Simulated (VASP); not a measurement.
# Fe (Im-3m) in VASP: notebook, part 3 of 3

VASP 6.6.1.

### Step 7. Single point, PBE

This run uses another cell than the first one, of 11.14 Å³/atom, 1.039 times its volume.

File INCAR:

```
PREC = Accurate
ENCUT = 520
EDIFF = 1E-6
ISMEAR = -1
SIGMA = 0.06122561905347299
LREAL = False
LASPH = True
NELM = 80
ALGO = Normal
ISIF = 2
LWAVE = False
LCHARG = True
GGA = PE
LELF = True
LVHAR = True
NBANDS = 10
```

File KPOINTS:

```
regular mesh
0
Gamma
  55 55 55
```

File POSCAR:

```
Fe
1.0
   -1.4068040794      1.4068040794      1.4068040794
    1.4068040794     -1.4068040794      1.4068040794
    1.4068040794      1.4068040794     -1.4068040794
Fe
1
Direct
    0.0000000000      0.0000000000      0.0000000000
```

Potentials or basis: VASP PAW PBE potentials, release 64 (Fe).

On the command line:

```bash
$ cat potpaw_PBE.64/Fe/POTCAR > POTCAR
$ mpirun -np 1 vasp_std > vasp.out
```

OUTCAR:

```text
PREC = Accurate
   ENCUT = 520
   EDIFF = 1E-6
   ISMEAR = -1
   LREAL = False
   LASPH = True
   NELM = 80
   ISIF = 2
   GGA = PE

 ion  position               nearest neighbor table
   1  0.000  0.000  0.000-

  LATTYP: Found a body centered cubic cell.
 ALAT       =     2.8136081588

  Lattice vectors:

 A1 = (  -1.4068040794,   1.4068040794,   1.4068040794)
 A2 = (   1.4068040794,  -1.4068040794,   1.4068040794)
 A3 = (   1.4068040794,   1.4068040794,  -1.4068040794)

Analysis of symmetry for initial positions (statically):
=====================================================================
 Subroutine PRICEL returns:
 Original cell was already a primitive cell.

 Routine SETGRP: Setting up the symmetry group for a
 body centered cubic supercell.

 Subroutine GETGRP returns: Found 48 space group operations
 (whereof 48 operations were pure point group operations)
 out of a pool of 48 trial point group operations.

The static configuration has the point symmetry O_h .

Analysis of symmetry for dynamics (positions and initial velocities):
=====================================================================
 Subroutine PRICEL returns:
 Original cell was already a primitive cell.

 Routine SETGRP: Setting up the symmetry group for a
 body centered cubic supercell.

 Subroutine GETGRP returns: Found 48 space group operations
 (whereof 48 operations were pure point group operations)
 out of a pool of 48 trial point group operations.

The dynamic configuration has the point symmetry O_h .

 Subroutine INISYM returns: Found 48 space group operations
 (whereof 48 operations are pure point group operations),
 and found     1 'primitive' translations

----------------------------------------------------------------------------------------

                                     Primitive cell

  volume of cell :      11.1368

  direct lattice vectors                    reciprocal lattice vectors
    -1.406804079  1.406804079  1.406804079     0.000000000  0.355415518  0.355415518
     1.406804079 -1.406804079  1.406804079     0.355415518  0.000000000  0.355415518
     1.406804079  1.406804079 -1.406804079     0.355415518  0.355415518  0.000000000

  length of vectors
     2.436656142  2.436656142  2.436656142     0.502633445  0.502633445  0.502633445

  position of ions in fractional coordinates (direct lattice)
     0.000000000  0.000000000  0.000000000

  ion indices of the primitive-cell ions
   primitive index   ion index
                 1           1

----------------------------------------------------------------------------------------

 KPOINTS: regular mesh

Automatic generation of k-mesh.
 Grid dimensions read from file:
 generate k-points for:   55   55   55

 Generating k-lattice:

  Cartesian coordinates                     Fractional coordinates (reciprocal lattice)
     0.000000000  0.006462100  0.006462100     0.018181818  0.000000000  0.000000000
     0.006462100  0.000000000  0.006462100     0.000000000  0.018181818  0.000000000
     0.006462100  0.006462100  0.000000000     0.000000000  0.000000000  0.018181818

  Length of vectors
     0.009138790  0.009138790  0.009138790

  Shift w.r.t. Gamma in fractional coordinates (k-lattice)
     0.000000000  0.000000000  0.000000000

 Subroutine IBZKPT returns following result:
 ===========================================

 Found   4060 irreducible k-points:

 Following reciprocal coordinates:
            Coordinates               Weight
  0.000000  0.000000  0.000000      1.000000
  0.018182  0.000000  0.000000     12.000000
  0.036364  0.000000  0.000000     12.000000
  0.054545  0.000000  0.000000     12.000000
  0.072727  0.000000  0.000000     12.000000
  0.090909  0.000000  0.000000     12.000000
[... 16 lines left out ...]
  0.400000  0.000000  0.000000     12.000000
  0.418182  0.000000  0.000000     12.000000
 [... further k-points ...]
   k-points           NKPTS =   4060   k-points in BZ     NKDIM =   4060   number of bands    NBANDS=     10
   number of dos      NEDOS =    301   number of ions     NIONS =      1
   total plane-waves  NPLWV =   5832
   dimension x,y,z NGX =    18 NGY =   18 NGZ =   18
   dimension x,y,z NGXF=    36 NGYF=   36 NGZF=   36
   ions per type =               1
   NGX,Y,Z   is equivalent  to a cutoff of  12.28, 12.28, 12.28 a.u.
   NGXF,Y,Z  is equivalent  to a cutoff of  24.56, 24.56, 24.56 a.u.
 SYSTEM =  unknown system
   PREC   = accura    normal or accurate (medium, high low for compatibility)
   ISTART =      0    job   : 0-new  1-cont  2-samecut
   ICHARG =      2    charge: 1-file 2-atom 10-const
   ISPIN  =      1    spin polarized calculation?
   LNONCOLLINEAR =      F non collinear calculations
   LSORBIT =      F    spin-orbit coupling
   LASPH  =      T    aspherical Exc in radial PAW
   ENCUT  =  520.0 eV  38.22 Ry    6.18 a.u.   4.53  4.53  4.53*2*pi/ulx,y,z
   NELM   =     80;   NELMIN=  2; NELMDL= -5     # of ELM steps
   EDIFF  = 0.1E-05   stopping-criterion for ELM
   LREAL  =      F    real-space projection
   EDIFFG = 0.1E-04   stopping-criterion for IOM
   NSW    =      0    number of steps for IOM
   IBRION =     -1    ionic relax: 0-MD 1-quasi-New 2-CG
   NFREE  =      0    steps in history (QN), initial steepest desc. (CG)
   ISIF   =      2    stress and relaxation
   ISYM   =      2    0-nonsym 1-usesym 2-fastsym
   POTIM  = 0.5000    time-step for ionic-motion
   TEBEG  =    0.0;   TEEND  =   0.0 temperature during run
   PSTRESS=    0.0 pullay stress
   NELECT =       8.0000    total number of electrons
   NUPDOWN=      -1.0000    fix difference up-down
   EMIN   =  10.00;   EMAX   =-10.00  energy-range for DOS
   EFERMI =   0.00;   METHOD = LEGACY
   ISMEAR =    -1;   SIGMA  =   0.06  broadening in eV -4-tet -1-fermi 0-gaus
   EFERMI_NEDOS =   21; number of points for ismear=-14 and -15
   IALGO  =     38    algorithm
   IMIX   =      4    mixing-type and parameters
     AMIX     =   0.40;   BMIX     =  1.00
     AMIX_MAG =   1.60;   BMIX_MAG =  1.00
  volume/ion in A,a.u.               =      11.14        75.15
  Fermi-wavevector in a.u.,A,eV,Ry     =   1.466171  2.770661 29.247854  2.149657
  Thomas-Fermi vector in A             =   2.581940
   LORBIT       =      0    0 simple, 1 ext, 2 COOP (PROOUT), +10 PAW based schemes
   GGA     = PE    functional components
   LHFCALC =     F    Hartree Fock is set to
   AEXX    =    0.0000 exact exchange contribution
   IVDW    =     0    specifies the selected vdW correction
   LEPSILON=     F    determine dielectric tensor
   LRPA    =     F    only Hartree local field effects (RPA)
 non-spin polarized calculation
  energy-cutoff  :      520.00
  volume of cell :       11.14
 maximum number of plane-waves:       321
   NGX =  9   NGY =  9   NGZ =  9

 number of electron       8.0000008 magnetization

 Free energy of the ion-electron system (eV)
  ---------------------------------------------------
  ext. energy  EPLUGINS =         0.00000000
  ---------------------------------------------------
  free energy    TOTEN  =        -7.75407518 eV

  energy without entropy =       -7.70924328  energy(sigma->0) =       -7.73165923

 E-fermi :   6.0804     XC(G=0): -13.2747

 val. band max:        6.0803826051   @ k =   0.3818   0.1455   0.0545
 cond. band min:       6.0804446362   @ k =   0.2545   0.2182   0.0727
 fundamental gap:      0.0000620312
 Fermi energy:         6.0803946527

 k-point     1 :       0.0000    0.0000    0.0000
  band No.  band energies     occupation
      1      -2.4552      2.00000
      2       4.4388      2.00000
      3       4.4388      2.00000
      4       4.4388      2.00000
      5       6.0416      1.30648
      6       6.0416      1.30646
      7      31.1402      0.00000
      8      31.1402      0.00000
      9      31.1402      0.00000
     10      36.5118      0.00000

 k-point     2 :       0.0182    0.0000    0.0000
  band No.  band energies     occupation
      1      -2.4412      2.00000
      2       4.4346      2.00000
      3       4.4384      2.00000
      4       4.4466      2.00000
      5       6.0371      1.33989
      6       6.0419      1.30413
      7      31.0467      0.00000
      8      31.1235      0.00000
      9      31.1327      0.00000
     10      36.4442      0.00000
[... 274 lines left out ...]
 k-point    24 :       0.4182    0.0000    0.0000
  band No.  band energies     occupation
      1       1.4736      2.00000
      2       3.3213      2.00000
      3       5.6641      1.99777
      4       6.0679      1.10152
      5       6.2417      0.13381
      6       7.0923      0.00000
      7      15.4492      0.00000
      8      24.9173      0.00000
      9      27.3116      0.00000
     10      30.0259      0.00000

 [... further k-points ...]
[... 5 lines left out ...]
  --------------------------------------------------------------------------------------
  -------------------------------------------------------------------------------------
  Total       -0.9718725     -0.9718725     -0.9718725      0.0000000     -0.0000000     -0.0000000
  in kB     -139.8166964   -139.8166964   -139.8166964      0.0000000     -0.0000000     -0.0000000
  external PRESSURE =    -139.8166964 kB  Pullay stress =       0.0000000 kB

 VOLUME and BASIS-vectors are now :
 -----------------------------------------------------------------------------
  energy-cutoff  :      520.00
  volume of cell :       11.14
      direct lattice vectors                 reciprocal lattice vectors
    -1.406804079  1.406804079  1.406804079     0.000000000  0.355415518  0.355415518
     1.406804079 -1.406804079  1.406804079     0.355415518  0.000000000  0.355415518
     1.406804079  1.406804079 -1.406804079     0.355415518  0.355415518  0.000000000

 POSITION                                       TOTAL-FORCE (eV/Angst)
 -----------------------------------------------------------------------------------
      0.00000      0.00000      0.00000         0.000000     -0.000000      0.000000
 -----------------------------------------------------------------------------------
    total drift:                                0.000000     -0.000000      0.000000

  FREE ENERGIE OF THE ION-ELECTRON SYSTEM (eV)
  ---------------------------------------------------
  free  energy   TOTEN  =        -7.7540751808 eV

  energy  without entropy=       -7.7092432849  energy(sigma->0) =       -7.73165923
```

OSZICAR:

```text
N       E                     dE             d eps       ncg     rms          rms(c)
DAV:   1     0.168705017549E+02    0.16871E+02   -0.43725E+03 85538   0.104E+03
DAV:   2    -0.873355164002E+01   -0.25604E+02   -0.24372E+02 81880   0.131E+02
DAV:   3    -0.925575618938E+01   -0.52220E+00   -0.51740E+00 90278   0.235E+01
DAV:   4    -0.925795729743E+01   -0.22011E-02   -0.22007E-02 87532   0.141E+00
DAV:   5    -0.925797352958E+01   -0.16232E-04   -0.16232E-04 88590   0.117E-01    0.112E+01
DAV:   6    -0.789576531637E+01    0.13622E+01   -0.13141E+01 88118   0.554E+01    0.257E+00
DAV:   7    -0.777161694854E+01    0.12415E+00   -0.93189E-01 89012   0.139E+01    0.870E-01
DAV:   8    -0.775752479481E+01    0.14092E-01   -0.16441E-02122110   0.133E+00    0.316E-01
DAV:   9    -0.775406863861E+01    0.34562E-02   -0.20394E-03 96326   0.334E-01    0.599E-02
DAV:  10    -0.775408142703E+01   -0.12788E-04   -0.85249E-06 89488   0.263E-02    0.347E-02
DAV:  11    -0.775407517172E+01    0.62553E-05   -0.54276E-07 50378   0.572E-03    0.130E-03
DAV:  12    -0.775407518082E+01   -0.91086E-08   -0.24340E-08 42226   0.226E-03
   1 F= -.77540752E+01 E0= -.77316592E+01  d E =-.448319E-01
```

stdout:

```text
POSCAR found type information on POSCAR Fe
 POSCAR found :  1 types and       1 ions
 scaLAPACK will be used
 LDA part: xc-table for (Slater+PW92), standard interpolation
 POSCAR, INCAR and KPOINTS ok, starting setup
 FFT: planning ... GRIDC
 FFT: planning ... GRID_SOFT
 FFT: planning ... GRID
 WAVECAR not read
 entering main loop
```

Run time: 8.5 min. Hardware: 1 thread of Oxide Virtual Turin-like, shared host; peak memory 0.53 GiB.

Results:

| Quantity | Value |
| --- | --- |
| Free energy | -7.7541 eV |
| Pressure | -14.0 GPa |
| Band gap on the k mesh | zero (band 4 reaches 7.02 eV, above the bottom of band 5 at 5.04 eV) |

Caveat: the run has no spin polarisation, though such a crystal can be magnetic. Spin polarisation is off, so any magnetic state and its effect on volume and gap are missing.

### Step 8. The runs side by side

```tsv
cell	k mesh	gap on the mesh (eV)	pressure (GPa)
a = 2.406 Å, angles 109.5°, 1 atom	28 × 28 × 28	none	-5.6
a = 2.374 Å, angles 109.5°, 1 atom	55 × 55 × 55	none	5.0
a = 2.390 Å, angles 109.5°, 1 atom	55 × 55 × 55	none	-0.6
a = 2.406 Å, angles 109.5°, 1 atom	55 × 55 × 55	none	-5.6
a = 2.421 Å, angles 109.5°, 1 atom	55 × 55 × 55	none	-10.0
a = 2.437 Å, angles 109.5°, 1 atom	55 × 55 × 55	none	-14.0
```

Alike in all rows: task single point; level PBE; potentials or basis VASP PAW PBE potentials, release 64 (Fe); no spin polarisation; cutoff (eV) 520; smearing fermi-dirac 0.0612256 eV.

Caveats: the run has no spin polarisation, though such a crystal can be magnetic.

Total energies depend on the potentials used, so only differences within one code and one set of settings carry meaning.
